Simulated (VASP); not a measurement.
# C in VASP: single point with LDA

Aim: the single point of C with LDA.

Everything below comes from runs of VASP 6.6.1. Logs are shortened: lines on timing, memory, paths and dates and some standing lists are left out, and cuts for length are marked.

## 1. The cell of the first run

The cell holds a slab with vacuum, 14 atoms: a = 6.467 Å, b = 6.467 Å, c = 21.628 Å, α = 90.00°, β = 90.00°, γ = 120.00°.

## 2. Single point, LDA

Contents of INCAR:

```
ALGO     = Normal         # electronic algorithm
DIPOL    = 0.5 0.5 0.643
EDIFF    = 1E-6           # SCF threshold, eV
ENCUT    = 520            # plane-wave cutoff, eV
GGA      = CA             # functional
GGA_COMPAT= F            
IDIPOL   = 3            
ISIF     = 2              # what is computed and relaxed
ISMEAR   = 0              # smearing method
LASPH    = T              # aspherical terms in the spheres
LCHARG   = F              # write CHGCAR
LDIPOL   = T            
LREAL    = F              # projectors in reciprocal space
LWAVE    = F              # write WAVECAR
NBANDS   = 41             # bands
NELM     = 120            # most SCF steps
NELMDL   = -8           
PREC     = Accurate       # precision mode
SIGMA    = 0.04           # smearing width, eV
```

Contents of KPOINTS:

```
k-points
0
Gamma
  6 6 1
```

Contents of POSCAR:

```
C
1.0
    6.1111421849      2.1169617513      0.0000000000
   -4.8889137479      4.2339235026      0.0000000000
    0.0000000000      0.0000000000     21.6279581040
C
14
Direct
    0.2158853110      0.1436463871      0.6478625002
    0.3563536129      0.5722389239      0.6478625002
    0.5000000000      0.0000000000      0.6387835146
    0.6423588579      0.4294169550      0.6399723116
    0.7870580971      0.8576411421      0.6399723116
    0.9277610761      0.2841146890      0.6478625002
    0.0705830450      0.7129419029      0.6399723116
    0.2618797468      0.9537465144      0.6418078514
    0.4039105867      0.3808224228      0.6454797521
    0.5462534856      0.8081332324      0.6418078514
    0.6918667676      0.2381202532      0.6418078514
    0.8333333333      0.6666666667      0.6442780668
    0.9769118361      0.0960894133      0.6454797521
    0.1191775772      0.5230881639      0.6454797521
```

Potentials or basis: VASP PAW LDA potentials, release 64 (C).

Started as:

```sh
cat potpaw_LDA.64/C/POTCAR > POTCAR
mpirun -np 1 vasp_std > vasp.out
```

OUTCAR:

```text
EDIFF = 1E-6
   ENCUT = 520
   GGA = CA
   ISIF = 2
   ISMEAR = 0
   LASPH = T
   LREAL = F
   NELM = 120
   NELMDL = -8
   PREC = Accurate

 ion  position               nearest neighbor table
   1  0.216  0.144  0.648-   9 1.40   8 1.41  13 1.42
   2  0.356  0.572  0.648-  14 1.40  10 1.41   9 1.42
   3  0.500  0.000  0.639-  10 1.42  11 1.42   8 1.42
   4  0.642  0.429  0.640-  12 1.41   9 1.42  11 1.43
   5  0.787  0.858  0.640-  12 1.41  13 1.42  10 1.43
   6  0.928  0.284  0.648-  13 1.40  11 1.41  14 1.42
   7  0.071  0.713  0.640-  12 1.41  14 1.42   8 1.43
   8  0.262  0.954  0.642-   1 1.41   3 1.42   7 1.43
   9  0.404  0.381  0.645-   1 1.40   4 1.42   2 1.42
  10  0.546  0.808  0.642-   2 1.41   3 1.42   5 1.43
  11  0.692  0.238  0.642-   6 1.41   3 1.42   4 1.43
  12  0.833  0.667  0.644-   5 1.41   4 1.41   7 1.41
  13  0.977  0.096  0.645-   6 1.40   5 1.42   1 1.42
  14  0.119  0.523  0.645-   2 1.40   7 1.42   6 1.42

  LATTYP: Found a hexagonal cell.
 ALAT       =     6.4674249791
 C/A-ratio  =     3.3441374541

  Lattice vectors:

 A1 = (   6.1111421849,   2.1169617513,   0.0000000000)
 A2 = (  -4.8889137479,   4.2339235026,   0.0000000000)
 A3 = (   0.0000000000,   0.0000000000,  21.6279581040)

Analysis of symmetry for initial positions (statically):
=====================================================================
 Subroutine PRICEL returns:
 Original cell was already a primitive cell.

 Routine SETGRP: Setting up the symmetry group for a
 hexagonal supercell.

 Subroutine GETGRP returns: Found  3 space group operations
 (whereof  1 operations were pure point group operations)
 out of a pool of 24 trial point group operations.

The static configuration has the point symmetry C_1 .
 The point group associated with its full space group is C_3 .

Analysis of symmetry for dynamics (positions and initial velocities):
=====================================================================
 Subroutine PRICEL returns:
 Original cell was already a primitive cell.

 Routine SETGRP: Setting up the symmetry group for a
 hexagonal supercell.

[... 127 lines left out ...]
   ISMEAR =     0;   SIGMA  =   0.04  broadening in eV -4-tet -1-fermi 0-gaus
   EFERMI_NEDOS =   21; number of points for ismear=-14 and -15
   IALGO  =     38    algorithm
   IMIX   =      4    mixing-type and parameters
     AMIX     =   0.40;   BMIX     =  1.00
     AMIX_MAG =   1.60;   BMIX_MAG =  1.00
  volume/ion in A,a.u.               =      55.96       377.64
  Fermi-wavevector in a.u.,A,eV,Ry     =   0.679414  1.283906  6.280496  0.461603
  Thomas-Fermi vector in A             =   1.757605
   LORBIT       =      0    0 simple, 1 ext, 2 COOP (PROOUT), +10 PAW based schemes
   GGA     = CA    functional components
   LHFCALC =     F    Hartree Fock is set to
   AEXX    =    0.0000 exact exchange contribution
   IVDW    =     0    specifies the selected vdW correction
   LEPSILON=     F    determine dielectric tensor
   LRPA    =     F    only Hartree local field effects (RPA)
 non-spin polarized calculation
 Gauss-broadening in eV      SIGMA  =   0.04
  energy-cutoff  :      520.00
  volume of cell :      783.45
 maximum number of plane-waves:     21124
   NGX = 25   NGY = 25   NGZ = 81

 dipolmoment           0.000000      0.000000      0.000359 electrons x Angstroem

 number of electron      56.0000000 magnetization

 dipolmoment           0.000000      0.000000     -0.000670 electrons x Angstroem

 Free energy of the ion-electron system (eV)
  ---------------------------------------------------
  ext. energy  EPLUGINS =         0.00000000
  ---------------------------------------------------
  free energy    TOTEN  =      -140.89022920 eV

  energy without entropy =     -140.88822605  energy(sigma->0) =     -140.88922762

 E-fermi :  -3.0613     XC(G=0):  -2.0629

 val. band max:       -3.0802978667   @ k =   0.3333   0.3333   0.0000
 cond. band min:      -3.0423867442   @ k =   0.3333   0.3333   0.0000
 fundamental gap:      0.0379111225
 Fermi energy:        -3.0613423054

 k-point     1 :       0.0000    0.0000    0.0000
  band No.  band energies     occupation
      1     -22.5338      2.00000
      2     -19.2431      2.00000
      3     -19.2339      2.00000
      4     -19.2339      2.00000
      5     -19.1808      2.00000
      6     -19.1450      2.00000
[... 333 lines left out ...]
     39       3.1264      0.00000
     40       3.1280      0.00000
 [bands above 40 left out]

------------------------ aborting loop because EDIFF is reached ----------------------------------------

 vacuum level on the upper side and lower side of the slab       (xc-potential included)        -0.078        -0.070

  FORCE on cell =-STRESS in cart. coord.  units (eV):
  Direction    XX          YY          ZZ          XY          YZ          ZX
  --------------------------------------------------------------------------------------
  -------------------------------------------------------------------------------------
  Total        0.2172905      0.2172905     -0.6962977     -0.0000000      0.0000000     -0.0000000
  in kB        0.4443675      0.4443675     -1.4239560     -0.0000000      0.0000000     -0.0000000
  external PRESSURE =      -0.1784070 kB  Pullay stress =       0.0000000 kB

 VOLUME and BASIS-vectors are now :
 -----------------------------------------------------------------------------
  energy-cutoff  :      520.00
  volume of cell :      783.45
      direct lattice vectors                 reciprocal lattice vectors
     6.111142185  2.116961751  0.000000000     0.116882523  0.134964312  0.000000000
    -4.888913748  4.233923503  0.000000000    -0.058441261  0.168705390  0.000000000
     0.000000000  0.000000000 21.627958104     0.000000000  0.000000000  0.046236450

 POSITION                                       TOTAL-FORCE (eV/Angst)
 -----------------------------------------------------------------------------------
      0.61703      1.06521     14.01194        -0.366073     -0.347109     -0.934093
     -0.61990      3.17720     14.01194         0.483642     -0.143474     -0.934093
      3.05557      1.05848     13.81558        -0.000000      0.000000      0.735625
      1.82616      3.17797     13.84129         0.340508     -0.260458      1.210045
      0.61689      5.29736     13.84129        -0.395817     -0.164660      1.210045
      4.28067      3.16695     14.01194        -0.117569      0.490583     -0.934093
     -3.05417      3.16796     13.84129         0.055309      0.425117      1.210045
     -3.06240      4.59248     13.88099         0.447049     -0.410827     -0.186600
      0.60655      2.46744     13.96041         0.200556      0.455937      0.199721
     -0.61266      4.57797     13.88099         0.132262      0.592569     -0.186600
      3.06395      2.47284     13.88099        -0.579311     -0.181743     -0.186600
      1.83334      4.58675     13.93442        -0.000000      0.000000     -1.602846
      5.50027      2.47492     13.96041         0.294575     -0.401655      0.199721
     -1.82902      2.46701     13.96041        -0.495130     -0.054282      0.199721
 -----------------------------------------------------------------------------------
    total drift:                               -0.000000      0.000000     -0.000201

  FREE ENERGIE OF THE ION-ELECTRON SYSTEM (eV)
  ---------------------------------------------------
  free  energy   TOTEN  =      -140.8902291954 eV

  energy  without entropy=     -140.8882260490  energy(sigma->0) =     -140.88922762

 vacuum level on the upper side and lower side of the slab         1.346         1.351
```

Wall time 17 min (1 thread of Oxide Virtual Turin-like, shared host); peak memory 0.57 GiB.

What came out:

```yaml
Free_energy: -140.8902 eV
Largest_force: 1.603 eV/Å
```

Forces in eV/Å, atoms in the order of the input:
```
C   -0.366 -0.347 -0.934
C    0.484 -0.143 -0.934
C    0.000  0.000  0.736
C    0.341 -0.260  1.210
C   -0.396 -0.165  1.210
C   -0.118  0.491 -0.934
C    0.055  0.425  1.210
C    0.447 -0.411 -0.187
C    0.201  0.456  0.200
C    0.132  0.593 -0.187
C   -0.579 -0.182 -0.187
C    0.000  0.000 -1.603
C    0.295 -0.402  0.200
C   -0.495 -0.054  0.200
```
